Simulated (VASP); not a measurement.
A run of VASP 6.6.1:

File INCAR:

```
SYSTEM = GdN
PREC = Accurate
ENCUT = 520
EDIFF = 1E-7
ISMEAR = 0
SIGMA = 0.05
LREAL = .False.
LASPH = .True.
NELM = 150
ALGO = Normal
ISIF = 2
LWAVE = .False.
LCHARG = .True.
ISPIN = 2
MAGMOM = 7.5 7.5 0 0
LORBIT = 11
LMAXMIX = 6
GGA = PE
LELF = .True.
LVHAR = .True.
NBANDS = 35
```

File KPOINTS:

```
regular mesh
0
Gamma
  10 10 8
  0 0 0
```

File POSCAR:

```
GdN
1.0
    4.0626592880      0.0000000000      0.0000000000
   -2.0313296440      3.5183661503      0.0000000000
    0.0000000000      0.0000000000      5.0658774164
Gd N
2 2
Direct
    0.6666666667      0.3333333333      0.0497796170
    0.3333333333      0.6666666667      0.5497796170
    0.6666666667      0.3333333333      0.5754203830
    0.3333333333      0.6666666667      0.0754203830
```

Potentials or basis: VASP PAW PBE potentials, release 64 (Gd, N).

The run is started by

```console
$ cat potpaw_PBE.64/Gd/POTCAR potpaw_PBE.64/N/POTCAR > POTCAR
$ mpirun -np 1 vasp_std > vasp.out
```

Hardware: 1 thread of Intel Xeon 8259CL, on a shared host.

Problem. How long does it take, and how much memory?

Solution. It took 72 min on 1 thread of Intel Xeon 8259CL (shared host), peak memory 0.43 GiB. Counts: scf iterations 87, k points 70.
